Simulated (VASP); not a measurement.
Runs of VASP 6.6.1 on LiF. It takes space group Fm-3m (No. 225, cubic). Conventional cell: a = 3.990 Å, b = 3.990 Å, c = 3.990 Å, α = 90.00°, β = 90.00°, γ = 90.00°. Within 2.6 Å of Li (site symmetry m-3m) lie 6 F at 1.99 Å. Within 2.6 Å of F (site symmetry m-3m) lie 6 Li at 1.99 Å. 

```csv
level,smearing,share of exact exchange,screening parameter,gap on the mesh (eV)
PBE-based screened hybrid with 100 % exact exchange,gaussian 0.01 eV,1,0.3 1/Å,17.64
HSE06,gaussian 0.05 eV,0.25,0.2079 1/Å,11.67
PBE-based global hybrid with 35 % exact exchange,gaussian 0.01 eV,0.35,-,(a)
HSE06,gaussian 0.5 eV,0.25,0.2079 1/Å,11.67
HSE06,gaussian 0.01 eV,0.25,0.2079 1/Å,11.67
PBE-based screened hybrid with 15 % exact exchange,gaussian 0.01 eV,0.15,0.2078 1/Å,10.73
```

Alike in all rows: task single point; potentials or basis VASP PAW PBE potentials, release 64 (Li_sv, F); no spin polarisation; cell as given; k mesh 6 × 6 × 6; cutoff (eV) 520.

**Question.** Estimate the missing entries.

**Answer.** (a) 13.68.

Caveats: all runs use coarse meshes.

